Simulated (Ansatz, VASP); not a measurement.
Two plane-wave programs on CsPbBr3

The input INCAR:

```
SYSTEM = CsPbBr3
PREC     = Accurate       ! precision mode
ENCUT    = 520            ! plane-wave cutoff, eV
EDIFF    = 1E-7           ! SCF threshold, eV
ISMEAR   = -1             ! smearing method
SIGMA    = 0.05           ! smearing width, eV
LREAL    = .False.        ! projectors in reciprocal space
LASPH    = .True.         ! aspherical terms in the spheres
NELM     = 60             ! most SCF steps
ALGO     = Normal         ! electronic algorithm
ISIF     = 2              ! what is computed and relaxed
LWAVE    = .False.        ! write WAVECAR
LCHARG   = .True.         ! write CHGCAR
GGA      = PS             ! functional
LELF     = .True.         ! ELF
LVHAR    = .True.       
NBANDS   = 30             ! bands
```

The input KPOINTS:

```
Automatic mesh
0
Gamma
  5 5 5
  0 0 0
```

Contents of POSCAR:

```
CsPbBr3
1.0
    5.8306028398      0.0000000000      0.0000000000
    0.0000000000      5.8306028398      0.0000000000
    0.0000000000      0.0000000000      5.8306028398
Pb Cs Br
1 1 3
Direct
    0.5000000000      0.5000000000      0.5000000000
    0.0000000000      0.0000000000      0.0000000000
    0.5000000000      0.5000000000      0.0000000000
    0.5000000000      0.0000000000      0.5000000000
    0.0000000000      0.5000000000      0.5000000000
```

input.yaml

```yaml
crystal:
  lattice:
    - [5.8306028398, 0.0, 0.0]
    - [0.0, 5.8306028398, 0.0]
    - [0.0, 0.0, 5.8306028398]
  atoms:
    - { symbol: Pb, position: [0.5, 0.5, 0.5] }
    - { symbol: Cs, position: [0.0, 0.0, 0.0] }
    - { symbol: Br, position: [0.5, 0.5, 0.0] }
    - { symbol: Br, position: [0.5, 0.0, 0.5] }
    - { symbol: Br, position: [0.0, 0.5, 0.5] }
hamiltonian:
  xc: pbesol
  pseudopotentials: { kind: paw }
kpoints:
  mp_grid: { grid: [5, 5, 5] }
scf:
  occupations: { method: fermi_dirac, width: 0.05 }
output:
  forces: true
  stress: true
  eigenvalues: true
```

Alike in both runs: task single point; functional PBEsol; k mesh 5 × 5 × 5; occupations fermi-dirac, width 0.05 eV; no spin polarisation.

```csv
,VASP,Ansatz
version,VASP 6.6.1,Ansatz 0.2.0
potentials or method,"VASP PAW PBE potentials, release 64 (Pb_d, Cs_sv, Br)",Ansatz PAW
plane-wave cutoff (eV),520,420
valence electrons in the cell,44,44
```

|  | VASP | Ansatz | Ansatz less VASP |
| --- | --- | --- | --- |
| gap on the k mesh at the Fermi level (eV) | 2.54 | 2.54 | -0.001 |
| least direct gap on the mesh (eV) | 2.54 | 2.54 | -0.001 |
| pressure (GPa) | 0.4 | 0.4 | 0.00 |

VASP's potentials were made for PBE, not for PBEsol.

Neither program's run includes spin-orbit coupling. Noted on Ansatz's run: odd divisions of the mesh miss points on the zone boundary, where band edges often lie, so the gap on the mesh can be too wide.
